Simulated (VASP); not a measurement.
# Ni (Fm-3m) in VASP: single point with LDA

Aim: the single point of Ni with LDA.

All numbers are computed with VASP 6.6.1; they aren't measurements. Logs are shortened: lines on timing, memory, paths and dates and some standing lists are left out, and cuts for length are marked.

## 1. The cell of the first run

Symmetry: Fm-3m, No. 225, cubic system. Conventional cell: a = 3.542 Å, b = 3.542 Å, c = 3.542 Å, α = 90.00°, β = 90.00°, γ = 90.00°. Within 3.3 Å of Ni (site symmetry m-3m) lie 12 Ni at 2.50 Å.

## 2. Single point, LDA, non-collinear spin, typed start

The input, INCAR:

```
SYSTEM = Ni
PREC = Accurate
ENCUT = 520
EDIFF = 1E-7
ISMEAR = -1
SIGMA = 0.1
LREAL = .False.
LASPH = .True.
NELM = 150
ALGO = Normal
ISIF = 2
LWAVE = .False.
LCHARG = .False.
LNONCOLLINEAR = .True.
MAGMOM = -0.298 0.941 -1.259 1.119 -0.624 -2.602 1.628 0.766 0.61 -0.236 0.52 -0.185
LORBIT = 11
LMAXMIX = 4
NBANDS = 54
```

The input, KPOINTS:

```
regular mesh
0
Gamma
  3 3 3
  0 0 0
```

The input, POSCAR:

```
Ni
1.0
    3.5418000000      0.0000000000      0.0000000000
    0.0000000000      3.5418000000      0.0000000000
    0.0000000000      0.0000000000      3.5418000000
Ni
4
Direct
    0.0000000000      0.0000000000      0.0000000000
    0.0000000000      0.5000000000      0.5000000000
    0.5000000000      0.0000000000      0.5000000000
    0.5000000000      0.5000000000      0.0000000000
```

Potentials or basis: VASP PAW LDA potentials, release 64 (Ni).

The run is started by

```sh
> cat potpaw_LDA.64/Ni/POTCAR > POTCAR
> mpirun -np 1 vasp_ncl > vasp.out
```

OUTCAR:

```text
SYSTEM = Ni
   PREC = Accurate
   ENCUT = 520
   EDIFF = 1E-7
   ISMEAR = -1
   LREAL = .False.
   LASPH = .True.
   NELM = 150
   ISIF = 2
   LNONCOLLINEAR = .True.
   LORBIT = 11

 ion  position               nearest neighbor table
   1  0.000  0.000  0.000-   2 2.50   3 2.50   4 2.50   2 2.50   3 2.50   2 2.50   4 2.50   2 2.50
                             3 2.50   4 2.50   3 2.50   4 2.50
   2  0.000  0.500  0.500-   1 2.50   3 2.50   4 2.50   1 2.50   4 2.50   1 2.50   3 2.50   1 2.50
                             3 2.50   4 2.50   4 2.50   3 2.50
   3  0.500  0.000  0.500-   1 2.50   2 2.50   4 2.50   1 2.50   4 2.50   2 2.50   4 2.50   4 2.50
                             1 2.50   2 2.50   1 2.50   2 2.50
   4  0.500  0.500  0.000-   1 2.50   2 2.50   3 2.50   2 2.50   3 2.50   1 2.50   3 2.50   3 2.50
                             1 2.50   2 2.50   2 2.50   1 2.50

  LATTYP: Found a simple cubic cell.
 ALAT       =     3.5418000000

  Lattice vectors:

 A1 = (   3.5418000000,   0.0000000000,   0.0000000000)
 A2 = (   0.0000000000,   3.5418000000,   0.0000000000)
 A3 = (   0.0000000000,   0.0000000000,   3.5418000000)

Analysis of symmetry for initial positions (statically):
=====================================================================
 Subroutine PRICEL returns following result:

  LATTYP: Found a face centered cubic cell.
 ALAT       =     3.5418000000

  Lattice vectors:

 A1 = (   1.7709000000,  -1.7709000000,   0.0000000000)
 A2 = (   1.7709000000,   0.0000000000,   1.7709000000)
 A3 = (   0.0000000000,  -1.7709000000,   1.7709000000)

   4 primitive cells build up your supercell.

 Routine SETGRP: Setting up the symmetry group for a
 simple cubic supercell.

 Subroutine GETGRP returns: Found 48 space group operations
 (whereof 48 operations were pure point group operations)
 out of a pool of 48 trial point group operations.

The static configuration has the point symmetry O_h .

Analysis of symmetry for dynamics (positions and initial velocities):
=====================================================================
 Subroutine PRICEL returns following result:

  LATTYP: Found a face centered cubic cell.
 ALAT       =     3.5418000000

  Lattice vectors:

 A1 = (   1.7709000000,  -1.7709000000,   0.0000000000)
 A2 = (   1.7709000000,   0.0000000000,   1.7709000000)
 A3 = (   0.0000000000,  -1.7709000000,   1.7709000000)

   4 primitive cells build up your supercell.

 Routine SETGRP: Setting up the symmetry group for a
 simple cubic supercell.

 Subroutine GETGRP returns: Found 48 space group operations
 (whereof 48 operations were pure point group operations)
 out of a pool of 48 trial point group operations.

The dynamic configuration has the point symmetry O_h .

Analysis of structural, dynamic, and magnetic symmetry:
=====================================================================
 Subroutine PRICEL returns:
 Original cell was already a primitive cell.

 Routine SETGRP: Setting up the symmetry group for a
 simple cubic supercell.

 Subroutine GETGRP returns: Found  2 space group operations
 (whereof  2 operations were pure point group operations)
 out of a pool of 48 trial point group operations.

The overall configuration has the point symmetry S_2 .

 Subroutine INISYM returns: Found  2 space group operations
 (whereof  2 operations are pure point group operations),
 and found     1 'primitive' translations

----------------------------------------------------------------------------------------

                                     Primitive cell

  volume of cell :      44.4296

  direct lattice vectors                    reciprocal lattice vectors
     3.541800000  0.000000000  0.000000000     0.282342312  0.000000000  0.000000000
     0.000000000  3.541800000  0.000000000     0.000000000  0.282342312  0.000000000
     0.000000000  0.000000000  3.541800000     0.000000000  0.000000000  0.282342312

  length of vectors
     3.541800000  3.541800000  3.541800000     0.282342312  0.282342312  0.282342312
[... 53 lines left out ...]
 -0.333333  0.333333  0.333333      2.000000
 -0.333333 -0.333333  0.333333      2.000000
  0.333333 -0.333333  0.333333      2.000000
   k-points           NKPTS =     14   k-points in BZ     NKDIM =     14   number of bands    NBANDS=     54
   number of dos      NEDOS =    301   number of ions     NIONS =      4
   total plane-waves  NPLWV =  21952
   dimension x,y,z NGX =    28 NGY =   28 NGZ =   28
   dimension x,y,z NGXF=    56 NGYF=   56 NGZF=   56
   ions per type =               4
   NGX,Y,Z   is equivalent  to a cutoff of  13.14, 13.14, 13.14 a.u.
   NGXF,Y,Z  is equivalent  to a cutoff of  26.29, 26.29, 26.29 a.u.
 SYSTEM =  Ni
   PREC   = accura    normal or accurate (medium, high low for compatibility)
   ISTART =      0    job   : 0-new  1-cont  2-samecut
   ICHARG =      2    charge: 1-file 2-atom 10-const
   ISPIN  =      1    spin polarized calculation?
   LNONCOLLINEAR =      T non collinear calculations
   LSORBIT =      F    spin-orbit coupling
   LASPH  =      T    aspherical Exc in radial PAW
   ENCUT  =  520.0 eV  38.22 Ry    6.18 a.u.   6.59  6.59  6.59*2*pi/ulx,y,z
   NELM   =    150;   NELMIN=  2; NELMDL= -5     # of ELM steps
   EDIFF  = 0.1E-06   stopping-criterion for ELM
   LREAL  =      F    real-space projection
   EDIFFG = 0.1E-05   stopping-criterion for IOM
   NSW    =      0    number of steps for IOM
   IBRION =     -1    ionic relax: 0-MD 1-quasi-New 2-CG
   NFREE  =      0    steps in history (QN), initial steepest desc. (CG)
   ISIF   =      2    stress and relaxation
   ISYM   =      2    0-nonsym 1-usesym 2-fastsym
   POTIM  = 0.5000    time-step for ionic-motion
   TEBEG  =    0.0;   TEEND  =   0.0 temperature during run
   PSTRESS=    0.0 pullay stress
   NELECT =      40.0000    total number of electrons
   NUPDOWN=      -1.0000    fix difference up-down
   EMIN   =  10.00;   EMAX   =-10.00  energy-range for DOS
   EFERMI =   0.00;   METHOD = LEGACY
   ISMEAR =    -1;   SIGMA  =   0.10  broadening in eV -4-tet -1-fermi 0-gaus
   EFERMI_NEDOS =   21; number of points for ismear=-14 and -15
   IALGO  =     38    algorithm
   IMIX   =      4    mixing-type and parameters
     AMIX     =   0.40;   BMIX     =  1.00
     AMIX_MAG =   1.60;   BMIX_MAG =  1.00
  volume/ion in A,a.u.               =      11.11        74.96
  Fermi-wavevector in a.u.,A,eV,Ry     =   1.580778  2.987237 33.999028  2.498858
  Thomas-Fermi vector in A             =   2.680954
   LORBIT       =     11    0 simple, 1 ext, 2 COOP (PROOUT), +10 PAW based schemes
   GGA     = CA    functional components
   LHFCALC =     F    Hartree Fock is set to
   AEXX    =    0.0000 exact exchange contribution
   IVDW    =     0    specifies the selected vdW correction
   LEPSILON=     F    determine dielectric tensor
   LRPA    =     F    only Hartree local field effects (RPA)
  energy-cutoff  :      520.00
  volume of cell :       44.43
 maximum number of plane-waves:      2426
 NGX is ok and might be reduce to    28
   NGX = 13   NGY = 13   NGZ = 13

 number of electron      39.9999983 magnetization       1.0749921      0.9969127     -1.7866286

 Free energy of the ion-electron system (eV)
  ---------------------------------------------------
  ext. energy  EPLUGINS =         0.00000000
  ---------------------------------------------------
  free energy    TOTEN  =       -26.31316808 eV

  energy without entropy =      -26.09427839  energy(sigma->0) =      -26.20372323

 E-fermi :   8.6541     XC(G=0): -13.4893

 val. band max:        8.6004307225   @ k =   0.3333   0.0000   0.3333
 cond. band min:       8.6582644718   @ k =   0.3333   0.0000   0.0000
 fundamental gap:      0.0578337492
 Fermi energy:         8.6540541929

 k-point     1 :       0.0000    0.0000    0.0000
  band No.  band energies     occupation
      1      -0.1002      1.00000
      2      -0.0729      1.00000
      3       4.2468      1.00000
      4       4.2468      1.00000
      5       4.2468      1.00000
      6       4.6068      1.00000
[... 759 lines left out ...]
     51      15.4655      0.00000
     52      15.7335      0.00000
 [bands above 52 left out]

------------------------ aborting loop because EDIFF is reached ----------------------------------------

  FORCE on cell =-STRESS in cart. coord.  units (eV):
  Direction    XX          YY          ZZ          XY          YZ          ZX
  --------------------------------------------------------------------------------------
  -------------------------------------------------------------------------------------
  Total       -5.6662963     -5.6662823     -5.6663072      0.0000006     -0.0000000     -0.0000004
  in kB     -204.3326482   -204.3321426   -204.3330405      0.0000225     -0.0000015     -0.0000142
  external PRESSURE =    -204.3326104 kB  Pullay stress =       0.0000000 kB

 VOLUME and BASIS-vectors are now :
 -----------------------------------------------------------------------------
  energy-cutoff  :      520.00
  volume of cell :       44.43
      direct lattice vectors                 reciprocal lattice vectors
     3.541800000  0.000000000  0.000000000     0.282342312  0.000000000  0.000000000
     0.000000000  3.541800000  0.000000000     0.000000000  0.282342312  0.000000000
     0.000000000  0.000000000  3.541800000     0.000000000  0.000000000  0.282342312

 POSITION                                       TOTAL-FORCE (eV/Angst)
 -----------------------------------------------------------------------------------
      0.00000      0.00000      0.00000         0.000000      0.000000      0.000000
      0.00000      1.77090      1.77090         0.000000      0.000000      0.000000
      1.77090      0.00000      1.77090         0.000000      0.000000      0.000000
      1.77090      1.77090      0.00000         0.000000      0.000000      0.000000
 -----------------------------------------------------------------------------------
    total drift:                                0.000000      0.000000      0.000000

  FREE ENERGIE OF THE ION-ELECTRON SYSTEM (eV)
  ---------------------------------------------------
  free  energy   TOTEN  =       -26.3131680827 eV

  energy  without entropy=      -26.0942783853  energy(sigma->0) =      -26.20372323

 total charge

# of ion       s       p       d       tot
------------------------------------------
    1        0.493   0.475   8.318   9.285
    2        0.493   0.475   8.318   9.285
    3        0.493   0.475   8.318   9.285
    4        0.493   0.475   8.318   9.285
--------------------------------------------------
tot          1.971   1.900  33.270  37.141

 magnetization (x)

# of ion       s       p       d       tot
------------------------------------------
    1       -0.004  -0.010   0.286   0.273
    2       -0.004  -0.010   0.286   0.273
    3       -0.004  -0.010   0.286   0.273
    4       -0.004  -0.010   0.286   0.273
--------------------------------------------------
tot         -0.014  -0.039   1.145   1.091

 magnetization (y)

# of ion       s       p       d       tot
------------------------------------------
    1       -0.003  -0.009   0.265   0.253
    2       -0.003  -0.009   0.265   0.253
    3       -0.003  -0.009   0.265   0.253
    4       -0.003  -0.009   0.265   0.253
--------------------------------------------------
tot         -0.013  -0.036   1.062   1.012

 magnetization (z)

# of ion       s       p       d       tot
------------------------------------------
    1        0.006   0.016  -0.476  -0.453
    2        0.006   0.016  -0.476  -0.453
    3        0.006   0.016  -0.476  -0.453
    4        0.006   0.016  -0.476  -0.453
--------------------------------------------------
tot          0.024   0.065  -1.903  -1.813
```

Wall time 82 s (1 thread of Intel Xeon Platinum 8375C at 2.90GHz (Ice Lake), shared host); peak memory 0.23 GiB.

What came out:

```
Free energy                                           : -26.3132 eV
Pressure                                              : -20.4 GPa
Band gap on the k mesh                                : zero (band 40 reaches 9.05 eV, above the bottom of band 41 at 8.42 eV)
Net moment                                            : 2.31 μB per cell
Valence electrons inside the program's atomic spheres : Ni 9.29
```

Moments on the atoms (μB; x, y, z):
```
Ni   0.27  0.25 -0.45
Ni   0.27  0.25 -0.45
Ni   0.27  0.25 -0.45
Ni   0.27  0.25 -0.45
```

Caveat: the k points lie up to 0.59 Å⁻¹ apart.
